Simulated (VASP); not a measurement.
Input of a VASP 6.6.1 run:

The input INCAR:

```
SYSTEM = KCl
  ALGO = Normal
  EDIFF = 1E-7
  ENCUT = 520
  GGA = PE
  ISIF = 2
  ISMEAR = 0
  LASPH = .True.
  LCHARG = .False.
  LREAL = .False.
  LWAVE = .False.
  NBANDS = 24
  NELM = 100
  PREC = Accurate
  SIGMA = 0.05
```

The input KPOINTS:

```
k-points
0
Gamma
  6 6 6
  0 0 0
```

The input POSCAR:

```
KCl
1.0
    0.0000000000     -3.1897839381     -3.1897839381
   -3.1897839381      0.0000000000     -3.1897839381
    3.1897839381      3.1897839381     -6.3795678762
K Cl
2 2
Direct
   -0.0675998224      0.1124112060     -0.0088116815
    0.6204699115      0.3699654310      0.4911883185
    0.7208444202      0.7597185266      0.7597185266
    0.2208444202      0.2597185266      0.2597185266
```

Potentials or basis: VASP PAW PBE potentials, release 64 (K_sv, Cl).

Run with:

```bash
$ cat potpaw_PBE.64/K_sv/POTCAR potpaw_PBE.64/Cl/POTCAR > POTCAR
$ mpirun -np 1 vasp_std > vasp.out
```

Task: Predict the pressure.

Result: 2.0 GPa.

Task: What does it give for the largest force?

Result: 1.158 eV/Å.

Stress tensor (GPa, compression positive):
```
 2.95  0.95 -0.26
 0.95  3.16  0.04
-0.26  0.04  0.00
```

Caveat: the cell differs from its parent crystal (mode 4 frozen in at -0.497 Å and mode 9 at -0.124 Å (largest displacements)); forces of over 1 eV/Å act on the atoms, so gaps and moduli don't describe the material at rest.
